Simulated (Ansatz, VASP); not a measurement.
**CsI: VASP beside Ansatz**

INCAR

```
ALGO = Normal
EDIFF = 1E-8
ENCUT = 400
GGA = CA
GGA_COMPAT = F
ISIF = 2
ISMEAR = -1
LASPH = T
LCHARG = F
LEFG = T
LREAL = F
LWAVE = F
NBANDS = 15
NELM = 120
PREC = Accurate
SIGMA = 0.01
```

KPOINTS

```
k-points
0
Gamma
  7 7 7
```

Contents of POSCAR:

```
CsI
1.0
    4.5667000000      0.0000000000      0.0000000000
    0.0000000000      4.5667000000      0.0000000000
    0.0000000000      0.0000000000      4.5667000000
Cs I
1 1
Direct
    0.0000000000      0.0000000000      0.0000000000
    0.5000000000      0.5000000000      0.5000000000
```

Input for Ansatz:

```yaml
crystal:
  lattice:
    - [4.5667, 0.0, 0.0]
    - [0.0, 4.5667, 0.0]
    - [0.0, 0.0, 4.5667]
  atoms:
    - { symbol: Cs, position: [0.0, 0.0, 0.0] }
    - { symbol: I, position: [0.5, 0.5, 0.5] }
kpoints:
  mp_grid: { grid: [7, 7, 7] }
  band_path:
    path:
      - [0.0, 0.0, 0.0]
      - [0.0, 0.5, 0.0]
      - [0.5, 0.5, 0.0]
      - [0.0, 0.0, 0.0]
      - [0.5, 0.5, 0.5]
      - [0.0, 0.5, 0.0]
      - [0.5, 0.5, 0.5]
      - [0.5, 0.5, 0.0]
    npoints: 8
scf:
  occupations: { method: fermi_dirac, width: 0.01 }
hamiltonian:
  xc: lda
  pseudopotentials: { kind: all_electron, datasets: crystal }
output:
  forces: true
  stress: true
  eigenvalues: true
  efg: { contact_densities: true }
```

Alike in both runs: task electric field gradients; functional LDA; k mesh 7 × 7 × 7; occupations fermi-dirac, width 0.01 eV; no spin polarisation.

|  | VASP | Ansatz |
| --- | --- | --- |
| version | VASP 6.6.1 | Ansatz 0.2.0 |
| potentials or method | VASP PAW LDA potentials, release 64 (Cs_sv, I), cutoff 400 eV | all-electron PAW with datasets made for the crystal, scalar-relativistic |

Ansatz gave:

| Property | Result |
| --- | --- |
| gap on the k mesh at the Fermi level (eV) | 3.55 |
| pressure (GPa) | -1.4 |

Question: Estimate VASP's values.

Answer: gap on the k mesh at the Fermi level (eV): 3.56; pressure (GPa): -1.4.

LDA's correlation is that of Perdew and Zunger in VASP and of Perdew and Wang (1992) in Ansatz. Ansatz ran all-electron here, and VASP with PAW potentials.

Spin-orbit coupling is off throughout.
